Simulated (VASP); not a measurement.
Runs of VASP 6.6.1 on InPd. The structure is that of space group Pm-3m (No. 221), or close to it. The cells are those of the table. 

```tsv
level	cell	k mesh	cutoff (eV)	screening parameter	second try	gap on the mesh (eV)	pressure (GPa)
HSE06	a = 3.205 Å, 2 atoms	6 × 6 × 6	520	0.2079 1/Å	-	none	9.7
PBE0	a = 3.205 Å, 2 atoms	4 × 4 × 4	450	-	not_converged	none	9.1
PBE0	a = 3.315 Å, 2 atoms	4 × 4 × 4	520	-	-	none	-4.7
PBE0	a = 3.205 Å, 2 atoms	6 × 6 × 6	520	-	-	none	(a)
```

Alike in all rows: task single point; potentials or basis VASP PAW PBE potentials, release 64 (In_d, Pd); no spin polarisation; smearing fermi-dirac 0.05 eV.

Fill in the values left out.

(a) 9.6.

Caveats: some runs use coarse meshes; the PAW data sets were made with another functional, which shifts forces and pressure a little; spin-orbit coupling is left out, which moves the levels of the heavy elements; the cell stands under pressure (at least some runs).

A k mesh can miss the band edges, and the runs leave out spin-orbit coupling on In, Pd.

A gap of «none» marks levels without a gap at the run's occupations.
